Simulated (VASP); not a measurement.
# TlBi3: single point with LDA

TlBi3:

```
Tl Bi
1.0
    10.07029    0.00000    0.00000
     0.00000   10.07029    0.00000
     0.00000    0.00000    5.03514
Tl Bi
4 12
Direct
  0.00000 0.00000 0.00000
  0.00000 0.50000 0.00000
  0.50000 0.00000 0.00000
  0.50000 0.50000 0.00000
  0.00000 0.25000 0.50000
  0.25000 0.00000 0.50000
  0.25000 0.25000 0.00000
  0.00000 0.75000 0.50000
  0.25000 0.50000 0.50000
  0.25000 0.75000 0.00000
  0.50000 0.25000 0.50000
  0.75000 0.00000 0.50000
  0.75000 0.25000 0.00000
  0.50000 0.75000 0.50000
  0.75000 0.50000 0.50000
  0.75000 0.75000 0.00000
```

- Program: VASP 6.6.1
- Task: single point
- Functional: LDA
- Potentials or basis: VASP PAW LDA potentials, release 64 (Tl_d, Bi_d)
- Cutoff: 500 eV
- k mesh: 2 × 2 × 3
- Occupations: fermi-dirac, width 0.1 eV
- Spin: no spin polarisation
- Dipole correction: no
- Further INCAR settings: ALGO = Normal; EDIFF = 1e-06; NBANDS = 130

- Pressure: -3.9 GPa
- Band gap on the k mesh: zero (bands 116 and 117 overlap by 1.00 eV)

Levels at points of the mesh, in eV from the Fermi level:
| k point | band 115 | band 116 | band 117 | band 118 | band 119 | band 120 |
| --- | --- | --- | --- | --- | --- | --- |
| (0.00, 0.00, 0.00) | -0.59 | -0.59 | -0.53 | -0.53 | 0.59 | 0.59 |
| (0.50, 0.00, 0.00) | -0.20 | -0.20 | -0.06 | -0.06 | 0.00 | 0.00 |
| (0.50, 0.50, 0.00) | -0.08 | -0.08 | 0.67 | 0.67 | 0.67 | 0.67 |

Run time: 5 min on 1 thread of Intel(R) Xeon(R) 6975P-C (Granite Rapids), with other jobs on the host, peak memory 0.55 GiB.

Caveat: the k points lie up to 0.42 Å⁻¹ apart, too coarse for converged energies and pressures of a metal; spin-orbit coupling is left out, which moves the levels of the heavy elements.
